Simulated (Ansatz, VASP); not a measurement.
**One calculation of SiC, two programs**

Contents of INCAR:

```
SYSTEM = SiC
  PREC = Accurate
  ENCUT = 520
  EDIFF = 1E-6
  ISMEAR = 0
  SIGMA = 0.05
  LREAL = .FALSE.
  LASPH = .TRUE.
  NELM = 60
  ALGO = Normal
  ISIF = 2
  LWAVE = .FALSE.
  LCHARG = .FALSE.
  GGA = PE
  NBANDS = 26
```

File KPOINTS:

```
regular mesh
0
G
  12 12 4
  0 0 0
```

The input POSCAR:

```
SiC
1.0
    2.8465905663      0.0000000000      0.0000000000
   -1.4232952831      2.4652197446      0.0000000000
    0.0000000000      0.0000000000      9.7241656306
Si C
4 4
Direct
    0.6666666667      0.3333333333      0.9378441878
    0.3333333333      0.6666666667      0.4378441878
    0.0000000000      0.0000000000      0.6878995565
    0.0000000000      0.0000000000      0.1878995565
    0.6666666667      0.3333333333      0.7498074459
    0.3333333333      0.6666666667      0.2498074459
    0.0000000000      0.0000000000      0.5004478098
    0.0000000000      0.0000000000      0.0004478098
```

Input for Ansatz:

```yaml
crystal:
  lattice:
    - [2.8465905663, 0.0, 0.0]
    - [-1.4232952831, 2.4652197446, 0.0]
    - [0.0, 0.0, 9.7241656306]
  atoms:
    - { symbol: Si, position: [0.6666666667, 0.3333333333, 0.9378441878] }
    - { symbol: Si, position: [0.3333333333, 0.6666666667, 0.4378441878] }
    - { symbol: Si, position: [0.0, 0.0, 0.6878995565] }
    - { symbol: Si, position: [0.0, 0.0, 0.1878995565] }
    - { symbol: C, position: [0.6666666667, 0.3333333333, 0.7498074459] }
    - { symbol: C, position: [0.3333333333, 0.6666666667, 0.2498074459] }
    - { symbol: C, position: [0.0, 0.0, 0.5004478098] }
    - { symbol: C, position: [0.0, 0.0, 0.0004478098] }
basis:
  ecutwfc: 420
kpoints:
  mp_grid: { grid: [12, 12, 4] }
hamiltonian:
  xc: pbe
scf:
  occupations: { method: gaussian, width: 0.05 }
output:
  forces: true
  stress: true
  eigenvalues: true
```

Change from the starting cell: strain -0.080 along x and y, -0.040 along z, atoms carried along.

Alike in both runs: task single point; functional PBE; k mesh 12 × 12 × 4; occupations gaussian, width 0.05 eV; no spin polarisation.

|  | VASP | Ansatz |
| --- | --- | --- |
| version | VASP 6.6.1 | Ansatz 0.2.0 |
| potentials or method | VASP PAW PBE potentials, release 64 (Si, C), cutoff 520 eV | scalar-relativistic, plane waves, PAW |
| valence electrons in the cell | 32 | 32 |

|  | VASP | Ansatz | Ansatz less VASP |
| --- | --- | --- | --- |
| gap on the k mesh at the Fermi level (eV) | 1.96 | 1.97 | +0.005 |
| least direct gap on the mesh (eV) | 3.26 | 3.27 | +0.010 |
| pressure (GPa) | 66.7 | 66.9 | +0.20 |
| traceless stress, the component that is largest in VASP (GPa) | -25.62 | -25.52 | +0.100 |
| rms of the force components (eV/Å) | 0.543 | 0.544 | +0.0012 |

Atom by atom the forces differ by 0.001 eV/Å (rms over components). Both programs put the cell under a high pressure, so it lies far from rest at this level.

Noted on VASP's run: the cell as given lies far from equilibrium.
